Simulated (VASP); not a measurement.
Be, 2 atoms in the cell. It takes space group P6_3/mmc (No. 194, hexagonal). Conventional cell: a = 2.160 Å, b = 2.160 Å, c = 3.417 Å, α = 90.00°, β = 90.00°, γ = 120.00°. Be (site symmetry -6m2) has 12 Be at 2.11 to 2.16 Å within 2.8 Å. 

| Item | Value |
| --- | --- |
| Program | VASP 6.6.1 |
| Task | single point |
| Functional | r2SCAN |
| Potentials or basis | VASP PAW PBE potentials, release 64 (Be) |
| Cutoff | 520 eV |
| k mesh | 12 × 12 × 6 |
| Occupations | gaussian, width 0.1 eV |
| Spin | no spin polarisation |
| Dipole correction | no |
| Further INCAR settings | ALGO = Normal; EDIFF = 1e-06; NBANDS = 9 |

Potentials or basis: VASP PAW PBE potentials, release 64 (Be).

Launch:

```sh
$ cat potpaw_PBE.64/Be/POTCAR > POTCAR
$ cp INCAR.step1 INCAR
$ mpirun -np 1 vasp_std > vasp.out
$ cp INCAR.step2 INCAR
$ mpirun -np 1 vasp_std > vasp.out
```

Hardware: 1 thread of Intel(R) Xeon(R) 6975P-C (Granite Rapids) (shared host).

How long does it take, and how much memory?

Run time: 13 s on 1 thread of Intel(R) Xeon(R) 6975P-C (Granite Rapids), with other jobs on the host, peak memory 0.12 GiB. Counts: k points 76.
